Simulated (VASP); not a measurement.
Wanted: the native input for a VASP 6.6.1 run.

```
Task                   : relaxation of cell and atoms
Functional             : r2SCAN
Potentials or basis    : VASP PAW PBE potentials, release 64 (Sn_d, O)
Cutoff                 : 600 eV
k mesh                 : 4 × 4 × 6
Occupations            : gaussian, width 0.1 eV
Spin                   : no spin polarisation
Dipole correction      : no
Further INCAR settings : ALGO = Normal; EDIFF = 1e-07; IBRION = 2; EDIFFG = -0.05; NSW = 100; ISIF = 3
```

SnO2:

```
Sn O
1.0
     4.78800    0.00000    0.00000
     0.00000    4.86658    0.00000
     0.00000    0.00000    3.24090
Sn O
2 4
Direct
  0.50000 0.50000 0.50000
  0.00000 0.00000 0.00000
  0.29185 0.32104 0.00000
  0.79185 0.17896 0.50000
  0.20814 0.82104 0.50000
  0.70815 0.67896 0.00000
```

These files were run (other wordings do the same):

POSCAR

```
SnO2
1.0
    4.7880040000      0.0000000000      0.0000000000
    0.0000000000      4.8665820000      0.0000000000
    0.0000000000      0.0000000000      3.2408980000
Sn O
2 4
Direct
    0.5000000000      0.5000000000      0.5000000000
    0.0000000000      0.0000000000      0.0000000000
    0.2918550000      0.3210420000      0.0000000000
    0.7918550000      0.1789580000      0.5000000000
    0.2081450000      0.8210420000      0.5000000000
    0.7081450000      0.6789580000      0.0000000000
```

INCAR.step1

```
  ALGO = Normal
  EDIFF = 1E-4
  ENCUT = 600
  GGA = PE
  ISMEAR = 0
  LASPH = T
  LCHARG = F
  LREAL = F
  LWAVE = T
  NELM = 100
  PREC = Accurate
  SIGMA = 0.1
```

INCAR.step2

```
  ALGO = Normal
  EDIFF = 1E-7
  EDIFFG = -0.05
  ENCUT = 600
  IBRION = 2
  ISIF = 3
  ISMEAR = 0
  ISTART = 1
  LASPH = T
  LCHARG = F
  LMIXTAU = T
  LREAL = F
  LWAVE = F
  METAGGA = R2SCAN
  NELM = 100
  NSW = 100
  PREC = Accurate
  SIGMA = 0.1
```

KPOINTS

```
k-points
0
Gamma
  4 4 6
```

Potentials or basis: VASP PAW PBE potentials, release 64 (Sn_d, O).

The run is started by

```console
$ cat potpaw_PBE.64/Sn_d/POTCAR potpaw_PBE.64/O/POTCAR > POTCAR
$ cp INCAR.step1 INCAR
$ mpirun -np 1 vasp_std > vasp.out
$ cp INCAR.step2 INCAR
$ mpirun -np 1 vasp_std > vasp.out
```

Results of the run:

The relaxed volume is 12.12 Å³/atom and the relaxed cell is a = 4.753 Å, b = 4.766 Å, c = 3.211 Å, α = 90.00°, β = 90.00°, γ = 90.00°. The space group after relaxing (to 0.1 Å) is P4_2/mnm (No. 136) and the energy gained by relaxing is 13.9 meV/atom. The ionic steps are 17. The pressure after relaxing is 0.1 GPa. The largest force after relaxing is 0.031 eV/Å and the band gap on the k mesh is 1.75 eV.

Caveat: the PAW data sets were made with another functional, which shifts forces and pressure a little; spin-orbit coupling is left out, which moves the levels of the heavy elements; the relaxation stopped at a loose force limit of 0.05 eV/Å, so its end isn't a converged minimum.

It took 93 min on 1 thread of Intel Xeon 8259CL, with other jobs on the host, peak memory 0.28 GiB.
